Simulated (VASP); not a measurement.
# Rh (P6_3/mmc) in VASP: notebook, part 2 of 2

VASP 6.6.1.

## Step 4: Single point, PBE (13.68 Å³/atom)

Contents of INCAR:

```
SYSTEM = Rh
PREC = Accurate
ENCUT = 520
EDIFF = 1E-6
ISMEAR = 0
SIGMA = 0.15
LREAL = .False.
LASPH = .True.
NELM = 60
ALGO = Fast
ISIF = 2
LWAVE = .False.
LCHARG = .True.
GGA = PE
LELF = .True.
LVHAR = .True.
NBANDS = 22
```

Contents of KPOINTS:

```
Automatic mesh
0
Gamma
  21 21 12
  0 0 0
```

Contents of POSCAR:

```
Rh
1.0
    2.6704287402      0.0000000000      0.0000000000
   -1.3352143701      2.3126591280      0.0000000000
    0.0000000000      0.0000000000      4.4289060657
Rh
2
Direct
    0.6666666667      0.3333333333      0.7500000000
    0.3333333333      0.6666666667      0.2500000000
```

Potentials or basis: VASP PAW PBE potentials, release 64 (Rh_pv).

Started as:

```sh
$ cat potpaw_PBE.64/Rh_pv/POTCAR > POTCAR
$ mpirun -np 1 vasp_std > vasp.out
```

OUTCAR:

```text
SYSTEM = Rh
   PREC = Accurate
   ENCUT = 520
   EDIFF = 1E-6
   ISMEAR = 0
   LREAL = .False.
   LASPH = .True.
   NELM = 60
   ISIF = 2
   GGA = PE

 ion  position               nearest neighbor table
   1  0.667  0.333  0.750-   2 2.70   2 2.70   2 2.70   2 2.70   2 2.70   2 2.70
   2  0.333  0.667  0.250-   1 2.70   1 2.70   1 2.70   1 2.70   1 2.70   1 2.70

  LATTYP: Found a hexagonal cell.
 ALAT       =     2.6704287402
 C/A-ratio  =     1.6585000000

  Lattice vectors:

 A1 = (   2.6704287402,   0.0000000000,   0.0000000000)
 A2 = (  -1.3352143701,   2.3126591280,   0.0000000000)
 A3 = (   0.0000000000,   0.0000000000,   4.4289060657)

Analysis of symmetry for initial positions (statically):
=====================================================================
 Subroutine PRICEL returns:
 Original cell was already a primitive cell.

 Routine SETGRP: Setting up the symmetry group for a
 hexagonal supercell.

 Subroutine GETGRP returns: Found 24 space group operations
 (whereof 12 operations were pure point group operations)
 out of a pool of 24 trial point group operations.

The static configuration has the point symmetry D_3d.
 The point group associated with its full space group is D_6h.

Analysis of symmetry for dynamics (positions and initial velocities):
=====================================================================
 Subroutine PRICEL returns:
 Original cell was already a primitive cell.

 Routine SETGRP: Setting up the symmetry group for a
 hexagonal supercell.

 Subroutine GETGRP returns: Found 24 space group operations
 (whereof 12 operations were pure point group operations)
 out of a pool of 24 trial point group operations.

The dynamic configuration has the point symmetry D_3d.
 The point group associated with its full space group is D_6h.

 Subroutine INISYM returns: Found 24 space group operations
 (whereof 12 operations are pure point group operations),
 and found     1 'primitive' translations

----------------------------------------------------------------------------------------

                                     Primitive cell

  volume of cell :      27.3520

  direct lattice vectors                    reciprocal lattice vectors
     2.670428740  0.000000000  0.000000000     0.374471704  0.216201339  0.000000000
    -1.335214370  2.312659128  0.000000000     0.000000000  0.432402678  0.000000000
     0.000000000  0.000000000  4.428906066     0.000000000  0.000000000  0.225789390

  length of vectors
     2.670428740  2.670428740  4.428906066     0.432402678  0.432402678  0.225789390

  position of ions in fractional coordinates (direct lattice)
     0.666666667  0.333333333  0.750000000
     0.333333333  0.666666667  0.250000000

  ion indices of the primitive-cell ions
   primitive index   ion index
                 1           1
                 2           2

----------------------------------------------------------------------------------------

 KPOINTS: Automatic mesh

Automatic generation of k-mesh.
 Grid dimensions read from file:
 generate k-points for:   21   21   12

 Generating k-lattice:

  Cartesian coordinates                     Fractional coordinates (reciprocal lattice)
     0.017831986  0.010295302  0.000000000     0.047619048  0.000000000  0.000000000
     0.000000000  0.020590604  0.000000000     0.000000000  0.047619048  0.000000000
     0.000000000  0.000000000  0.018815783     0.000000000  0.000000000  0.083333333

  Length of vectors
     0.020590604  0.020590604  0.018815783

  Shift w.r.t. Gamma in fractional coordinates (k-lattice)
     0.000000000  0.000000000  0.000000000

 Subroutine IBZKPT returns following result:
 ===========================================

 Found    336 irreducible k-points:

 Following reciprocal coordinates:
            Coordinates               Weight
  0.000000  0.000000  0.000000      1.000000
  0.047619  0.000000  0.000000      6.000000
  0.095238  0.000000  0.000000      6.000000
  0.142857  0.000000  0.000000      6.000000
  0.190476  0.000000  0.000000      6.000000
  0.238095  0.000000  0.000000      6.000000
[... 16 lines left out ...]
  0.142857  0.095238  0.000000     12.000000
  0.190476  0.095238  0.000000     12.000000
 [... further k-points ...]
   k-points           NKPTS =    336   k-points in BZ     NKDIM =    336   number of bands    NBANDS=     22
   number of dos      NEDOS =    301   number of ions     NIONS =      2
   total plane-waves  NPLWV =  14400
   dimension x,y,z NGX =    20 NGY =   20 NGZ =   36
   dimension x,y,z NGXF=    40 NGYF=   40 NGZF=   72
   ions per type =               2
   NGX,Y,Z   is equivalent  to a cutoff of  12.45, 12.45, 13.51 a.u.
   NGXF,Y,Z  is equivalent  to a cutoff of  24.90, 24.90, 27.03 a.u.
 SYSTEM =  Rh
   PREC   = accura    normal or accurate (medium, high low for compatibility)
   ISTART =      0    job   : 0-new  1-cont  2-samecut
   ICHARG =      2    charge: 1-file 2-atom 10-const
   ISPIN  =      1    spin polarized calculation?
   LNONCOLLINEAR =      F non collinear calculations
   LSORBIT =      F    spin-orbit coupling
   LASPH  =      T    aspherical Exc in radial PAW
   ENCUT  =  520.0 eV  38.22 Ry    6.18 a.u.   4.97  4.97  8.23*2*pi/ulx,y,z
   NELM   =     60;   NELMIN=  2; NELMDL= -5     # of ELM steps
   EDIFF  = 0.1E-05   stopping-criterion for ELM
   LREAL  =      F    real-space projection
   EDIFFG = 0.1E-04   stopping-criterion for IOM
   NSW    =      0    number of steps for IOM
   IBRION =     -1    ionic relax: 0-MD 1-quasi-New 2-CG
   NFREE  =      0    steps in history (QN), initial steepest desc. (CG)
   ISIF   =      2    stress and relaxation
   ISYM   =      2    0-nonsym 1-usesym 2-fastsym
   POTIM  = 0.5000    time-step for ionic-motion
   TEBEG  =    0.0;   TEEND  =   0.0 temperature during run
   PSTRESS=    0.0 pullay stress
   NELECT =      30.0000    total number of electrons
   NUPDOWN=      -1.0000    fix difference up-down
   EMIN   =  10.00;   EMAX   =-10.00  energy-range for DOS
   EFERMI =   0.00;   METHOD = LEGACY
   ISMEAR =     0;   SIGMA  =   0.15  broadening in eV -4-tet -1-fermi 0-gaus
   EFERMI_NEDOS =   21; number of points for ismear=-14 and -15
   IALGO  =     68    algorithm
   IMIX   =      4    mixing-type and parameters
     AMIX     =   0.40;   BMIX     =  1.00
     AMIX_MAG =   1.60;   BMIX_MAG =  1.00
  volume/ion in A,a.u.               =      13.68        92.29
  Fermi-wavevector in a.u.,A,eV,Ry     =   1.688310  3.190443 38.781924  2.850391
  Thomas-Fermi vector in A             =   2.770639
   LORBIT       =      0    0 simple, 1 ext, 2 COOP (PROOUT), +10 PAW based schemes
   GGA     = PE    functional components
   LHFCALC =     F    Hartree Fock is set to
   AEXX    =    0.0000 exact exchange contribution
   IVDW    =     0    specifies the selected vdW correction
   LEPSILON=     F    determine dielectric tensor
   LRPA    =     F    only Hartree local field effects (RPA)
 non-spin polarized calculation
 RMM-DIIS sequential band-by-band and
 Gauss-broadening in eV      SIGMA  =   0.15
  energy-cutoff  :      520.00
  volume of cell :       27.35
 maximum number of plane-waves:       762
 NGX is ok and might be reduce to    20
   NGX =  9   NGY =  9   NGZ = 17

 number of electron      29.9999994 magnetization

 Free energy of the ion-electron system (eV)
  ---------------------------------------------------
  ext. energy  EPLUGINS =         0.00000000
  ---------------------------------------------------
  free energy    TOTEN  =       -14.42622054 eV

  energy without entropy =      -14.39059773  energy(sigma->0) =      -14.40840914

 E-fermi :  12.0778     XC(G=0): -14.0642

 val. band max:       12.0772257768   @ k =   0.1905   0.1429   0.4167
 cond. band min:      12.0838715652   @ k =   0.2857   0.0952   0.4167
 fundamental gap:      0.0066457884
 Fermi energy:        12.0778285278

 k-point     1 :       0.0000    0.0000    0.0000
  band No.  band energies     occupation
      1     -35.0943      2.00000
      2     -34.4562      2.00000
      3     -34.4562      2.00000
      4     -34.3773      2.00000
      5     -34.3618      2.00000
      6     -34.3618      2.00000
[... 14 lines left out ...]
     21      29.8651      0.00000
     22      30.8187      0.00000

 k-point     2 :       0.0476    0.0000    0.0000
  band No.  band energies     occupation
      1     -35.0889      2.00000
      2     -34.4697      2.00000
      3     -34.4604      2.00000
      4     -34.3791      2.00000
      5     -34.3757      2.00000
      6     -34.3641      2.00000
[... 542 lines left out ...]
 k-point    24 :       0.1905    0.0952    0.0000
  band No.  band energies     occupation
      1     -34.9602      2.00000
      2     -34.7407      2.00000
      3     -34.6820      2.00000
      4     -34.5403      2.00000
      5     -34.4359      2.00000
      6     -34.4305      2.00000
[... 14 lines left out ...]
     21      28.0890      0.00000
     22      29.6728      0.00000

 [... further k-points ...]
[... 5 lines left out ...]
  --------------------------------------------------------------------------------------
  -------------------------------------------------------------------------------------
  Total        1.9300729      1.9300729      0.5881366      0.0000000      0.0000000      0.0000000
  in kB      113.0564163    113.0564163     34.4508324      0.0000000      0.0000000      0.0000000
  external PRESSURE =      86.8545550 kB  Pullay stress =       0.0000000 kB

 VOLUME and BASIS-vectors are now :
 -----------------------------------------------------------------------------
  energy-cutoff  :      520.00
  volume of cell :       27.35
      direct lattice vectors                 reciprocal lattice vectors
     2.670428740  0.000000000  0.000000000     0.374471704  0.216201339  0.000000000
    -1.335214370  2.312659128  0.000000000     0.000000000  0.432402678  0.000000000
     0.000000000  0.000000000  4.428906066     0.000000000  0.000000000  0.225789390

 POSITION                                       TOTAL-FORCE (eV/Angst)
 -----------------------------------------------------------------------------------
      1.33521      0.77089      3.32168        -0.000000      0.000000      0.000000
     -0.00000      1.54177      1.10723         0.000000      0.000000      0.000000
 -----------------------------------------------------------------------------------
    total drift:                               -0.000000      0.000000     -0.000000

  FREE ENERGIE OF THE ION-ELECTRON SYSTEM (eV)
  ---------------------------------------------------
  free  energy   TOTEN  =       -14.4262205425 eV

  energy  without entropy=      -14.3905977347  energy(sigma->0) =      -14.40840914
```

stdout:

```text
POSCAR found type information on POSCAR Rh
 POSCAR found :  1 types and       2 ions
 scaLAPACK will be used
 LDA part: xc-table for (Slater+PW92), standard interpolation
 POSCAR, INCAR and KPOINTS ok, starting setup
 FFT: planning ... GRIDC
 FFT: planning ... GRID_SOFT
 FFT: planning ... GRID
 WAVECAR not read
 entering main loop
```

Run time: 70 s. Hardware: 1 thread of Intel Xeon 6975P-C (Granite Rapids), shared host; peak memory 0.26 GiB.

What came out:

- Free energy: -14.4262 eV
- Pressure: 8.7 GPa
- Band gap on the k mesh: zero (bands 15 and 16 overlap by 2.43 eV)

Levels at points of the mesh, in eV from the Fermi level:
```
           k point  band 12  band 13  band 14  band 15  band 16  band 17  band 18  band 19
(0.00, 0.00, 0.00)    -2.56    -2.56    -1.74    -1.74     0.16     0.16     0.48     8.34
(0.00, 0.00, 0.50)    -3.10    -3.10    -3.10    -0.42    -0.42    -0.42    -0.42    14.63
```

Caveat: the cell stands under pressure.

## Step 5: The runs side by side

```tsv
cell	further INCAR settings	gap on the mesh (eV)	pressure (GPa)
a = 2.644, b = 2.644, c = 4.519 Å, angles 90.0, 90.0, 120.0°, 2 atoms	ALGO = Fast; EDIFF = 1e-07; NBANDS = 22	none	9.3
a = 2.808, b = 2.808, c = 4.006 Å, angles 90.0, 90.0, 120.0°, 2 atoms	ALGO = Fast; EDIFF = 1e-07; NBANDS = 22	none	13.6
a = 2.670, b = 2.670, c = 4.429 Å, angles 90.0, 90.0, 120.0°, 2 atoms	ALGO = Fast; EDIFF = 1e-06; NBANDS = 22	none	8.7
```

Alike in all rows: task single point; level PBE; potentials or basis VASP PAW PBE potentials, release 64 (Rh_pv); no spin polarisation; k mesh 21 × 21 × 12; cutoff (eV) 520; smearing gaussian 0.15 eV.

Caveats: the cell stands under pressure.

Total energies depend on the potentials used, so only differences within one code and one set of settings carry meaning.
